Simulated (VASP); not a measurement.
Here is a VASP 6.6.1 calculation.

The input INCAR:

```
PREC     = Accurate       # precision mode
ENCUT    = 520            # plane-wave cutoff, eV
EDIFF    = 1E-6           # SCF threshold, eV
ISMEAR   = -1             # smearing method
SIGMA    = 0.15           # smearing width, eV
LREAL    = False          # projectors in reciprocal space
LASPH    = True           # aspherical terms in the spheres
NELM     = 80             # most SCF steps
ALGO     = Normal         # electronic algorithm
ISIF     = 2              # what is computed and relaxed
LWAVE    = False          # write WAVECAR
LCHARG   = False          # write CHGCAR
GGA      = CA             # functional
IBRION   = 2              # ionic algorithm
NSW      = 45             # ionic steps
EDIFFG   = -0.08          # ionic threshold
KPAR     = 2
```

The input KPOINTS:

```
regular mesh
0
Gamma
  2 2 2
```

File POSCAR:

```
LiTc12
1.0
    5.4800000000      0.0000000000      0.0000000000
   -4.1100000000      7.1187290000      0.0000000000
    0.0000000000      0.0000000000      4.3949600000
Tc Li
12 1
Direct
    0.0000000000      0.0000000000      0.0000000000
    0.1666667000      0.2222222000      0.5000000000
    0.0000000000      0.3333333000      0.0000000000
    0.1666667000      0.5555556000      0.5000000000
    0.0000000000      0.6666667000      0.0000000000
    0.1666667000      0.8888889000      0.5000000000
    0.5000000000      0.0000000000      0.0000000000
    0.6666667000      0.2222222000      0.5000000000
    0.5000000000      0.3333333000      0.0000000000
    0.6666667000      0.5555556000      0.5000000000
    0.5000000000      0.6666667000      0.0000000000
    0.6666667000      0.8888889000      0.5000000000
    0.8224502000      0.7698508000      0.2592372000
```

Potentials or basis: VASP PAW LDA potentials, release 64 (Tc_pv, Li_sv).

Run with:

```sh
$ cat potpaw_LDA.64/Tc_pv/POTCAR potpaw_LDA.64/Li_sv/POTCAR > POTCAR
$ mpirun -np 2 vasp_std > vasp.out
```

Problem. What does it give for the band gap on the k mesh?

Solution. Zero (an odd number of electrons rules out a gap without spin polarisation).

Problem. What does it give for the energy gained by relaxing?

Solution. 215.2 meV/atom.

Final structure:
```cif
data_structure
_symmetry_space_group_name_H-M 'P 1'
_symmetry_Int_Tables_number 1
_cell_length_a 5.4800
_cell_length_b 8.2200
_cell_length_c 4.3950
_cell_angle_alpha 90.000
_cell_angle_beta 90.000
_cell_angle_gamma 120.000
_cell_volume 171.45
loop_
_atom_site_label
_atom_site_type_symbol
_atom_site_fract_x
_atom_site_fract_y
_atom_site_fract_z
_atom_site_occupancy
Tc1 Tc 0.01840 0.02315 0.97219 1
Tc2 Tc 0.16127 0.22454 0.49987 1
Tc3 Tc 0.98980 0.32576 0.98487 1
Tc4 Tc 0.17444 0.56479 0.48741 1
Tc5 Tc 0.00256 0.65132 0.95790 1
Tc6 Tc 0.19662 0.90483 0.53673 1
Tc7 Tc 0.49161 0.99078 0.01249 1
Tc8 Tc 0.67623 0.22864 0.51510 1
Tc9 Tc 0.50390 0.32997 0.00254 1
Tc10 Tc 0.64598 0.53000 0.53168 1
Tc11 Tc 0.46783 0.65003 0.96325 1
Tc12 Tc 0.66376 0.90406 0.54338 1
Li1 Li 0.83004 0.77532 0.25183 1
```

Caveat: the k points lie up to 0.71 Å⁻¹ apart, too coarse for converged energies and pressures of a metal.
